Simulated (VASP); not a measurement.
Input of a VASP 6.6.1 run:

The input INCAR:

```
PREC = Accurate
ENCUT = 520
EDIFF = 1E-6
ISMEAR = 0
SIGMA = 0.03
LREAL = Auto
LASPH = True
NELM = 60
ALGO = Normal
ISIF = 2
LWAVE = False
LCHARG = False
GGA = RE
IVDW = 12
NBANDS = 272
```

The input KPOINTS:

```
Automatic mesh
0
Gamma
  1 1 1
```

The input POSCAR:

```
Ge32H20CO
1.0
    8.0016200000      8.0016200000      0.0000000000
   -8.0016200000      8.0016200000      0.0000000000
    0.0000000000      0.0000000000     20.9129000000
Ge H O C
32 20 1 1
Direct
   -0.3116586500      0.3077520200      0.3416030700
   -0.1801765000     -0.3065674500      0.3415755400
    0.0408471100     -0.0267407100      0.3831162900
    0.3184170200      0.1923894200      0.3412312400
   -0.0371062000     -0.4685568200      0.3828099700
    0.1888142400     -0.1901128100      0.3481117400
    0.4609976100      0.0297732200      0.3811249300
    0.5451280500     -0.5319877300      0.3820876100
   -0.1222411600      0.3839132200      0.3014686500
   -0.1073829600     -0.1141656800      0.3048915200
    0.1276947700      0.1177299000      0.3009759500
    0.3917272700      0.3853068800      0.3049127200
    0.1127761400     -0.3805849200      0.3052770500
    0.3744425500     -0.1149086800      0.2992901800
    0.6134202300      0.1154652000      0.3048068300
    0.6282638500     -0.3817100800      0.3014758000
    0.0011510800      0.2497223500      0.2346695200
    0.0012699100     -0.2521313700      0.2298950200
    0.2502901600      0.0002112300      0.2271705800
    0.5007780900      0.2483826700      0.2298315700
    0.2501951000     -0.4991264300      0.2363012800
    0.5004548000     -0.2500073700      0.2348726300
    0.7513417400     -0.0013606400      0.2356051200
    0.7502857000     -0.5004836800      0.2280879500
   -0.1250000000      0.1250000000      0.1644630000
   -0.1250000000     -0.3750000000      0.1644630000
    0.1250000000     -0.1250000000      0.1644630000
    0.3750000000      0.1250000000      0.1644630000
    0.1250000000     -0.6250000000      0.1644630000
    0.3750000000     -0.3750000000      0.1644630000
    0.6250000000     -0.1250000000      0.1644630000
    0.6250000000     -0.6250000000      0.1644630000
   -0.0489780000      0.0489780000      0.1195430000
   -0.2010220000      0.2010220000      0.1195430000
   -0.0489780000     -0.4510220000      0.1195430000
   -0.2010220000     -0.2989780000      0.1195430000
    0.2010220000     -0.2010220000      0.1195430000
    0.0489780000     -0.0489780000      0.1195430000
    0.4510220000      0.0489780000      0.1195430000
    0.2989780000      0.2010220000      0.1195430000
    0.2010220000     -0.7010220000      0.1195430000
    0.0489780000     -0.5489780000      0.1195430000
    0.4510220000     -0.4510220000      0.1195430000
    0.2989780000     -0.2989780000      0.1195430000
    0.7010220000     -0.2010220000      0.1195430000
    0.5489780000     -0.0489780000      0.1195430000
    0.7010220000     -0.7010220000      0.1195430000
    0.5489780000     -0.5489780000      0.1195430000
    0.3199168600     -0.1485918300      0.4470470800
    0.4170994200     -0.3133430100      0.4050220400
    0.2960414900     -0.3993153000      0.4349350900
    0.3943006300     -0.3273524700      0.4899861300
    0.2714278100     -0.2202555600      0.4427827300
    0.3508406600     -0.3211661000      0.4432597400
```

Potentials or basis: VASP PAW PBE potentials, release 64 (Ge_d, H, O, C).

Run with:

```bash
$ cat potpaw_PBE.64/Ge_d/POTCAR potpaw_PBE.64/H/POTCAR potpaw_PBE.64/O/POTCAR potpaw_PBE.64/C/POTCAR > POTCAR
$ mpirun -np 1 vasp_gam > vasp.out
```

(1) What does it give for the dispersion energy per atom?

(2) Predict the largest force.

Results:

(1) -0.265 eV.

(2) 0.651 eV/Å.

Caveat: the k points lie up to 0.56 Å⁻¹ apart; the PAW data sets were made with another functional, which shifts forces and pressure a little.
